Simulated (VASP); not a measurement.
Crystal: TaH.

```
CELL_PARAMETERS angstrom
2.97200 0.00000 0.00000
0.00000 2.97200 0.00000
0.00000 0.00000 2.97200
ATOMIC_POSITIONS crystal
Ta 0.50000 0.50000 0.50000
H 0.00000 0.00000 0.00000
```

- Program: VASP 6.6.1
- Task: relaxation of cell and atoms
- Functional: PBE
- Potentials or basis: VASP PAW PBE potentials, release 64 (Ta_pv, H)
- Cutoff: 500 eV
- k mesh: 7 × 7 × 7
- Occupations: gaussian, width 0.2 eV
- Spin: no spin polarisation

At the start: pressure -22.8 GPa; volume 13.13 Å³/atom.

Question: Where does the relaxation end?

Answer: Over 3 steps the energy falls by 200.6 meV/atom and the volume is 10.72 Å³/atom (-18.3 %); space group Pm-3m (No. 221, to 0.05 Å).

Step by step:
```
step  energy change (eV)  largest force (eV/Å)  pressure (GPa)  volume (Å³)
   1              0.0000                0.0000          -22.81        26.25
   2             -0.3254                0.0000           15.52        19.77
   3             -0.4013                0.0000            0.02        21.44
```

Final structure:
```cif
data_structure
_symmetry_space_group_name_H-M 'P 1'
_symmetry_Int_Tables_number 1
_cell_length_a 2.7782
_cell_length_b 2.7782
_cell_length_c 2.7782
_cell_angle_alpha 90.000
_cell_angle_beta 90.000
_cell_angle_gamma 90.000
_cell_volume 21.44
loop_
_atom_site_label
_atom_site_type_symbol
_atom_site_fract_x
_atom_site_fract_y
_atom_site_fract_z
_atom_site_occupancy
Ta1 Ta 0.50000 0.50000 0.50000 1
H1 H 0.00000 0.00000 0.00000 1
```

Caveat: the volume moved by over 15 % at a fixed basis, so the end points are rough.
